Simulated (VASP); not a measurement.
# TmSb2Cl2 (P-3m1) in VASP: relaxation of cell and atoms with PBE

Aim: the relaxation of cell and atoms of TmSb2Cl2 with PBE.

Everything below comes from runs of VASP 6.6.1. Logs are shortened: lines on timing, memory, paths and dates and some standing lists are left out, and cuts for length are marked.

### 1 The cell of the first run

The structure is trigonal, space group P-3m1 (No. 164). Conventional cell: a = 3.910 Å, b = 3.910 Å, c = 12.894 Å, α = 90.00°, β = 90.00°, γ = 120.00°. Tm (site symmetry -3m) has 6 Cl at 2.72 Å within 3.6 Å. Within 3.7 Å of Sb (site symmetry 3m) lie 3 Sb at 2.83 Å. Within 3.6 Å of Cl (site symmetry 3m) lie 3 Tm at 2.72 Å.

The cell was built from a structure type or drawn by symmetry, and may not be a known phase.

### 2 Relaxation of cell and atoms, PBE

The input, INCAR:

```
SYSTEM = TmSb2Cl2
PREC = Accurate ; ENCUT = 500
EDIFF = 1E-7 ; ISMEAR = 0
SIGMA = 0.1 ; LREAL = .False.
LASPH = .True. ; NELM = 200
ALGO = Normal ; ISIF = 3
LWAVE = .False. ; LCHARG = .False.
GGA = PE ; IBRION = 2
NSW = 100 ; EDIFFG = -0.01
GGA_COMPAT = .False. ; NELMIN = 4
LMAXMIX = 6
```

The input, KPOINTS:

```
regular mesh
0
Gamma
  12 12 4
  0 0 0
```

The input, POSCAR:

```
TmSb2Cl2
1.0
    3.9101570392      0.0000000000      0.0000000000
   -1.9550785196      3.3862953287      0.0000000000
    0.0000000000      0.0000000000     12.8935096043
Tm Sb Cl
1 2 2
Direct
    0.0000000000      0.0000000000      0.0000000000
    0.3333333333      0.6666666667      0.5664948131
    0.6666666667      0.3333333333      0.4335051869
    0.3333333333      0.6666666667      0.1175546748
    0.6666666667      0.3333333333      0.8824453252
```

Potentials or basis: VASP PAW PBE potentials, release 64 (Tm_3, Sb, Cl), 4f in core.

Command:

```sh
cat potpaw_PBE.64/Tm_3/POTCAR potpaw_PBE.64/Sb/POTCAR potpaw_PBE.64/Cl/POTCAR > POTCAR
mpirun -np 1 vasp_std > vasp.out
```

OUTCAR:

```text
SYSTEM = TmSb2Cl2
   PREC = Accurate
   ENCUT = 500
   EDIFF = 1E-7
   ISMEAR = 0
   LREAL = .False.
   LASPH = .True.
   NELM = 200
   ISIF = 3
   GGA = PE
   IBRION = 2
   NSW = 100
   EDIFFG = -0.01
   NELMIN = 4

 ion  position               nearest neighbor table
   1  0.000  0.000  0.000-   4 2.72   5 2.72   4 2.72   5 2.72   5 2.72   4 2.72
   2  0.333  0.667  0.566-   3 2.83   3 2.83   3 2.83
   3  0.667  0.333  0.434-   2 2.83   2 2.83   2 2.83
   4  0.333  0.667  0.118-   1 2.72   1 2.72   1 2.72
   5  0.667  0.333  0.882-   1 2.72   1 2.72   1 2.72

  LATTYP: Found a hexagonal cell.
 ALAT       =     3.9101570392
 C/A-ratio  =     3.2974403521

  Lattice vectors:

 A1 = (   3.9101570392,   0.0000000000,   0.0000000000)
 A2 = (  -1.9550785196,   3.3862953287,   0.0000000000)
 A3 = (   0.0000000000,   0.0000000000,  12.8935096043)

Analysis of symmetry for initial positions (statically):
=====================================================================
 Subroutine PRICEL returns:
 Original cell was already a primitive cell.

 Routine SETGRP: Setting up the symmetry group for a
 hexagonal supercell.

 Subroutine GETGRP returns: Found 12 space group operations
 (whereof 12 operations were pure point group operations)
 out of a pool of 24 trial point group operations.

The static configuration has the point symmetry D_3d.

Analysis of symmetry for dynamics (positions and initial velocities):
=====================================================================
 Subroutine PRICEL returns:
 Original cell was already a primitive cell.

 Routine SETGRP: Setting up the symmetry group for a
 hexagonal supercell.

 Subroutine GETGRP returns: Found 12 space group operations
 (whereof 12 operations were pure point group operations)
 out of a pool of 24 trial point group operations.

The dynamic configuration has the point symmetry D_3d.

 Subroutine INISYM returns: Found 12 space group operations
 (whereof 12 operations are pure point group operations),
 and found     1 'primitive' translations

----------------------------------------------------------------------------------------

                                     Primitive cell

  volume of cell :     170.7223

  direct lattice vectors                    reciprocal lattice vectors
     3.910157039  0.000000000  0.000000000     0.255744204  0.147653985  0.000000000
    -1.955078520  3.386295329  0.000000000     0.000000000  0.295307970  0.000000000
     0.000000000  0.000000000 12.893509604     0.000000000  0.000000000  0.077558402

  length of vectors
     3.910157039  3.910157039 12.893509604     0.295307970  0.295307970  0.077558402

  position of ions in fractional coordinates (direct lattice)
     0.000000000  0.000000000  0.000000000
     0.333333333  0.666666667  0.566494813
     0.666666667  0.333333333  0.433505187
     0.333333333  0.666666667  0.117554675
     0.666666667  0.333333333  0.882445325

  ion indices of the primitive-cell ions
   primitive index   ion index
                 1           1
                 2           2
                 3           3
                 4           4
                 5           5

----------------------------------------------------------------------------------------

 KPOINTS: regular mesh

Automatic generation of k-mesh.
 Grid dimensions read from file:
 generate k-points for:   12   12    4

 Generating k-lattice:

  Cartesian coordinates                     Fractional coordinates (reciprocal lattice)
     0.021312017  0.012304499  0.000000000     0.083333333  0.000000000  0.000000000
     0.000000000  0.024608998  0.000000000     0.000000000  0.083333333  0.000000000
     0.000000000  0.000000000  0.019389600     0.000000000  0.000000000  0.250000000

  Length of vectors
     0.024608998  0.024608998  0.019389600

  Shift w.r.t. Gamma in fractional coordinates (k-lattice)
     0.000000000  0.000000000  0.000000000

 Subroutine IBZKPT returns following result:
 ===========================================

 Found     69 irreducible k-points:

 Following reciprocal coordinates:
            Coordinates               Weight
  0.000000  0.000000  0.000000      1.000000
  0.083333  0.000000  0.000000      6.000000
  0.166667  0.000000  0.000000      6.000000
  0.250000  0.000000  0.000000      6.000000
  0.333333  0.000000  0.000000      6.000000
  0.416667  0.000000  0.000000      6.000000
[... 16 lines left out ...]
  0.166667  0.000000  0.250000      6.000000
  0.000000  0.166667  0.250000      6.000000
 [... further k-points ...]
   k-points           NKPTS =     69   k-points in BZ     NKDIM =     69   number of bands    NBANDS=     20
   number of dos      NEDOS =    301   number of ions     NIONS =      5
   total plane-waves  NPLWV =  86400
   dimension x,y,z NGX =    30 NGY =   30 NGZ =   96
   dimension x,y,z NGXF=    60 NGYF=   60 NGZF=  192
   ions per type =               1   2   2
   NGX,Y,Z   is equivalent  to a cutoff of  12.75, 12.75, 12.38 a.u.
   NGXF,Y,Z  is equivalent  to a cutoff of  25.51, 25.51, 24.76 a.u.
 SYSTEM =  TmSb2Cl2
   PREC   = accura    normal or accurate (medium, high low for compatibility)
   ISTART =      0    job   : 0-new  1-cont  2-samecut
   ICHARG =      2    charge: 1-file 2-atom 10-const
   ISPIN  =      1    spin polarized calculation?
   LNONCOLLINEAR =      F non collinear calculations
   LSORBIT =      F    spin-orbit coupling
   LASPH  =      T    aspherical Exc in radial PAW
   ENCUT  =  500.0 eV  36.75 Ry    6.06 a.u.   7.13  7.13 23.51*2*pi/ulx,y,z
   NELM   =    200;   NELMIN=  4; NELMDL= -5     # of ELM steps
   EDIFF  = 0.1E-06   stopping-criterion for ELM
   LREAL  =      F    real-space projection
   EDIFFG = -.1E-01   stopping-criterion for IOM
   NSW    =    100    number of steps for IOM
   IBRION =      2    ionic relax: 0-MD 1-quasi-New 2-CG
   NFREE  =      1    steps in history (QN), initial steepest desc. (CG)
   ISIF   =      3    stress and relaxation
   ISYM   =      2    0-nonsym 1-usesym 2-fastsym
   POTIM  = 0.5000    time-step for ionic-motion
   TEBEG  =    0.0;   TEEND  =   0.0 temperature during run
   PSTRESS=    0.0 pullay stress
   NELECT =      33.0000    total number of electrons
   NUPDOWN=      -1.0000    fix difference up-down
   EMIN   =  10.00;   EMAX   =-10.00  energy-range for DOS
   EFERMI =   0.00;   METHOD = LEGACY
   ISMEAR =     0;   SIGMA  =   0.10  broadening in eV -4-tet -1-fermi 0-gaus
   EFERMI_NEDOS =   21; number of points for ismear=-14 and -15
   IALGO  =     38    algorithm
   IMIX   =      4    mixing-type and parameters
     AMIX     =   0.40;   BMIX     =  1.00
     AMIX_MAG =   1.60;   BMIX_MAG =  1.00
  volume/ion in A,a.u.               =      34.14       230.42
  Fermi-wavevector in a.u.,A,eV,Ry     =   0.946563  1.788744 12.190563  0.895981
  Thomas-Fermi vector in A             =   2.074572
   LORBIT       =      0    0 simple, 1 ext, 2 COOP (PROOUT), +10 PAW based schemes
   GGA     = PE    functional components
   LHFCALC =     F    Hartree Fock is set to
   AEXX    =    0.0000 exact exchange contribution
   IVDW    =     0    specifies the selected vdW correction
   LEPSILON=     F    determine dielectric tensor
   LRPA    =     F    only Hartree local field effects (RPA)
 conjugate gradient relaxation of ions
 non-spin polarized calculation
 Gauss-broadening in eV      SIGMA  =   0.10
  energy-cutoff  :      500.00
  volume of cell :      170.72
 maximum number of plane-waves:      4395
 NGX is ok and might be reduce to    30
   NGX = 15   NGY = 15   NGZ = 47

--------------------------------------- Ionic step        1  -------------------------------------------

 number of electron      33.0000005 magnetization

 Free energy of the ion-electron system (eV)
  ---------------------------------------------------
  ext. energy  EPLUGINS =         0.00000000
  ---------------------------------------------------
  free energy    TOTEN  =       -21.63929584 eV

  energy without entropy =      -21.62765257  energy(sigma->0) =      -21.63347421

------------------------ aborting loop because EDIFF is reached ----------------------------------------

  FORCE on cell =-STRESS in cart. coord.  units (eV):
  Direction    XX          YY          ZZ          XY          YZ          ZX
  --------------------------------------------------------------------------------------
  -------------------------------------------------------------------------------------
  Total        0.0972833      0.0972833      0.2227853     -0.0000000     -0.0000000     -0.0000000
  in kB        0.9129750      0.9129750      2.0907736     -0.0000000     -0.0000000     -0.0000000
  external PRESSURE =       1.3055745 kB  Pullay stress =       0.0000000 kB

 VOLUME and BASIS-vectors are now :
 -----------------------------------------------------------------------------
  energy-cutoff  :      500.00
  volume of cell :      170.72
      direct lattice vectors                 reciprocal lattice vectors
     3.910157039  0.000000000  0.000000000     0.255744204  0.147653985  0.000000000
    -1.955078520  3.386295329  0.000000000     0.000000000  0.295307970  0.000000000
     0.000000000  0.000000000 12.893509604     0.000000000  0.000000000  0.077558402
[... 40 lines left out ...]
 POSITION                                       TOTAL-FORCE (eV/Angst)
 -----------------------------------------------------------------------------------
      0.00000     -0.00000      0.00000         0.000000     -0.000000      0.000000
     -0.00000      2.25965      7.32414        -0.000000      0.000000     -0.049788
      1.95691      1.12982      5.59709         0.000000     -0.000000      0.049788
     -0.00000      2.25965      1.52021        -0.000000      0.000000     -0.011214
      1.95691      1.12982     11.40102         0.000000     -0.000000      0.011214
 -----------------------------------------------------------------------------------
    total drift:                               -0.000000     -0.000000      0.000000

  FREE ENERGIE OF THE ION-ELECTRON SYSTEM (eV)
  ---------------------------------------------------
  free  energy   TOTEN  =       -21.6395049780 eV

  energy  without entropy=      -21.6278793947  energy(sigma->0) =      -21.63369219

--------------------------------------- Ionic step        3  -------------------------------------------

 number of electron      33.0000005 magnetization

 Free energy of the ion-electron system (eV)
  ---------------------------------------------------
  ext. energy  EPLUGINS =         0.00000000
  ---------------------------------------------------
  free energy    TOTEN  =       -21.63972567 eV

  energy without entropy =      -21.62809372  energy(sigma->0) =      -21.63390970

 E-fermi :   4.2427     XC(G=0):  -8.0019

 val. band max:        4.2274318626   @ k =   0.3333   0.1667   0.0000
 cond. band min:       4.2827937100   @ k =   0.0000   0.3333   0.2500
 fundamental gap:      0.0553618475
 Fermi energy:         4.2427378088

 k-point     1 :       0.0000    0.0000    0.0000
  band No.  band energies     occupation
      1     -23.0701      2.00000
      2     -22.9645      2.00000
      3     -22.9645      2.00000
      4     -14.1219      2.00000
      5     -13.6031      2.00000
      6      -8.6008      2.00000
[... 12 lines left out ...]
     19       4.8832      0.00000
     20       5.3518      0.00000
[... 507 lines left out ...]
 k-point    24 :       0.0000    0.1667    0.2500
  band No.  band energies     occupation
      1     -23.0561      2.00000
      2     -23.0169      2.00000
      3     -22.9747      2.00000
      4     -13.9966      2.00000
      5     -13.6316      2.00000
      6      -8.2627      2.00000
[... 12 lines left out ...]
     19       5.2990      0.00000
     20       5.3449      0.00000

 [... further k-points ...]

------------------------ aborting loop because EDIFF is reached ----------------------------------------

  FORCE on cell =-STRESS in cart. coord.  units (eV):
  Direction    XX          YY          ZZ          XY          YZ          ZX
  --------------------------------------------------------------------------------------
  -------------------------------------------------------------------------------------
  Total       -0.0470118     -0.0470118      0.0183787     -0.0000000     -0.0000000      0.0000000
  in kB       -0.4401663     -0.4401663      0.1720778     -0.0000000     -0.0000000      0.0000000
  external PRESSURE =      -0.2360849 kB  Pullay stress =       0.0000000 kB

 VOLUME and BASIS-vectors are now :
 -----------------------------------------------------------------------------
  energy-cutoff  :      500.00
  volume of cell :      171.12
      direct lattice vectors                 reciprocal lattice vectors
     3.912279503  0.000000000 -0.000000000     0.255605459  0.147573881 -0.000000000
    -1.956139752  3.388133437  0.000000000     0.000000000  0.295147762  0.000000000
     0.000000000 -0.000000000 12.909537091     0.000000000  0.000000000  0.077462111

 POSITION                                       TOTAL-FORCE (eV/Angst)
 -----------------------------------------------------------------------------------
     -1.95614      3.38813      0.00000         0.000000      0.000000      0.000000
     -0.00000      2.25876      7.31569         0.000000     -0.000000      0.008544
      1.95614      1.12938      5.59385        -0.000000      0.000000     -0.008544
     -0.00000      2.25876      1.51831         0.000000     -0.000000      0.004626
      1.95614      1.12938     11.39123        -0.000000      0.000000     -0.004626
 -----------------------------------------------------------------------------------
    total drift:                               -0.000000      0.000000      0.000000

  FREE ENERGIE OF THE ION-ELECTRON SYSTEM (eV)
  ---------------------------------------------------
  free  energy   TOTEN  =       -21.6397256746 eV

  energy  without entropy=      -21.6280937184  energy(sigma->0) =      -21.63390970

 reached required accuracy - stopping structural energy minimisation
```

Run time: 3.7 min. Hardware: 1 thread of Intel Xeon 6975P-C (Granite Rapids), shared host; peak memory 0.46 GiB.

What came out:

```
Free energy                           : -21.6397 eV
Relaxed volume                        : 34.22 Å³/atom
Relaxed cell                          : a = 3.912 Å, b = 3.912 Å, c = 12.910 Å, α = 90.00°, β = 90.00°, γ = 120.00°
Space group after relaxing (to 0.1 Å) : P-3m1 (No. 164)
Energy gained by relaxing             : 0.1 meV/atom
Ionic steps                           : 3
Pressure after relaxing               : 0.0 GPa
Largest force after relaxing          : 0.009 eV/Å
Band gap on the k mesh                : zero (an odd number of electrons rules out a gap without spin polarisation)
```

Forces on the atoms (eV/Å):
```
Tm   0.000  0.000  0.000
Sb   0.000  0.000  0.009
Sb   0.000  0.000 -0.009
Cl   0.000  0.000  0.005
Cl   0.000  0.000 -0.005
```

The path:
| step | energy change (eV) | largest force (eV/Å) | pressure (GPa) | volume (Å³) |
| --- | --- | --- | --- | --- |
| 1 | 0.0000 | 0.0896 | 0.13 | 170.72 |
| 2 | -0.0002 | 0.0498 | -0.14 | 171.41 |
| 3 | -0.0004 | 0.0085 | -0.02 | 171.12 |

Final structure:
```
Tm Sb Cl
1.0
     3.91228    0.00000    0.00000
    -1.95614    3.38813    0.00000
     0.00000    0.00000   12.90954
Tm Sb Cl
1 2 2
Direct
  0.00000 0.00000 0.00000
  0.33333 0.66667 0.56669
  0.66667 0.33333 0.43331
  0.33333 0.66667 0.11761
  0.66667 0.33333 0.88239
```

Caveat: spin-orbit coupling is left out, which moves the levels of the heavy elements; this functional lacks dispersion, which binds the layers, so the pressure and a relaxed spacing across them are unreliable; the 4f electrons are frozen in the core, so they carry no moment and show no levels; an odd number of electrons without spin polarisation forces a metal; a magnetic or distorted state may lie lower; the run has no spin polarisation, though such a crystal can be magnetic. With open d or f shells a metallic result of PBE can be an artefact of self-interaction; +U or a hybrid may open a gap.
